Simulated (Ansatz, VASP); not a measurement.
Two plane-wave programs on PtS2

INCAR

```
SYSTEM = PtS2
PREC = Accurate
ENCUT = 520
EDIFF = 1E-7
ISMEAR = 0
SIGMA = 0.05
LREAL = .FALSE.
LASPH = .TRUE.
NELM = 80
ALGO = Normal
ISIF = 2
LWAVE = .FALSE.
LCHARG = .FALSE.
LDIPOL = .TRUE.
IDIPOL = 3
DIPOL = 0.5 0.5 0.393
GGA = PE
IVDW = 12
NBANDS = 31
```

KPOINTS

```
Automatic mesh
0
G
  9 9 1
  0 0 0
```

The input POSCAR:

```
PtS2
1.0
    3.5415277692      0.0000000000      0.0000000000
   -1.7707638846      3.0670530163      0.0000000000
    0.0000000000      0.0000000000     22.4670602589
S Pt
4 2
Direct
    0.6666666667      0.3333333333      0.2002932270
    0.3333333333      0.6666666667      0.3108341745
    0.3333333333      0.8333333333      0.4750746206
    0.0000000000      1.1666666667      0.5856155682
    0.0000000000      0.0000000000      0.2555637007
   -0.3333333333      0.5000000000      0.5303450944
```

Input for Ansatz:

```yaml
crystal:
  lattice:
    - [3.5415277692, 0.0, 0.0]
    - [-1.7707638846, 3.0670530163, 0.0]
    - [0.0, 0.0, 22.4670602589]
  atoms:
    - { symbol: S, position: [0.6666666667, 0.3333333333, 0.200293227] }
    - { symbol: Pt, position: [0.0, 0.0, 0.2555637007] }
    - { symbol: S, position: [0.3333333333, 0.6666666667, 0.3108341745] }
    - { symbol: S, position: [0.3333333333, 0.8333333333, 0.4750746206] }
    - { symbol: Pt, position: [-0.3333333333, 0.5, 0.5303450944] }
    - { symbol: S, position: [0.0, 1.1666666667, 0.5856155682] }
basis:
  ecutwfc: 420
kpoints:
  mp_grid: { grid: [9, 9, 1] }
hamiltonian:
  xc: pbe
  pseudopotentials: { kind: paw, azcp: { folder: soft_1 } }
  dispersion: d3bj
scf:
  occupations: { method: gaussian, width: 0.05 }
output:
  forces: true
  eigenvalues: true
efield:
  axis: 3
  dipole_correction: true
  ramp_width: 0.04
```

Alike in both runs: task single point; functional PBE; dispersion D3(BJ); k mesh 9 × 9 × 1; occupations gaussian, width 0.05 eV; no spin polarisation.

|  | VASP | Ansatz |
| --- | --- | --- |
| version | VASP 6.6.1 | Ansatz 0.2.0 |
| potentials or method | VASP PAW PBE potentials, release 64 (S, Pt), cutoff 520 eV | scalar-relativistic, plane waves, PAW |
| valence electrons in the cell | 44 | 60 |

```tsv
	VASP	Ansatz	Ansatz less VASP
gap on the k mesh at the Fermi level (eV)	1.50	1.50	-0.006
least direct gap on the mesh (eV)	1.60	1.59	-0.007
rms of the force components (eV/Å)	0.022	0.018	-0.0036
```

VASP's potentials hold 44 valence electrons a cell and Ansatz's 60, so a difference there can come from the potentials and not from the codes.

Neither program's run includes spin-orbit coupling.
